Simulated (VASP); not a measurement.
Here is a VASP 6.6.1 calculation.

File INCAR:

```
PREC = Accurate
ENCUT = 520
EDIFF = 1E-6
ISMEAR = 0
SIGMA = 0.15
LREAL = F
LASPH = T
NELM = 150
ALGO = Normal
ISIF = 2
LWAVE = F
LCHARG = F
ISPIN = 2
MAGMOM = 0 0 1
LORBIT = 11
NUPDOWN = 1.0
LMAXMIX = 4
GGA = CA
NBANDS = 20
```

Contents of KPOINTS:

```
regular mesh
0
Gamma
  14 14 14
```

The input POSCAR:

```
Si2Ni
1.0
    0.0000000000      2.5042594055      2.5042594055
    2.5042594055      0.0000000000      2.5042594055
    2.5042594055      2.5042594055      0.0000000000
Si Ni
2 1
Direct
    0.2500000000      0.2500000000      0.2500000000
    0.7500000000      0.7500000000      0.7500000000
    0.0000000000      0.0000000000      0.0000000000
```

Potentials or basis: VASP PAW LDA potentials, release 64 (Si, Ni).

Run with:

```console
$ cat potpaw_LDA.64/Si/POTCAR potpaw_LDA.64/Ni/POTCAR > POTCAR
$ mpirun -np 1 vasp_std > vasp.out
```

Task: Predict the pressure.

Result: 59.0 GPa.

Caveat: the cell stands under pressure; the total moment is fixed, so each spin has its own Fermi level.
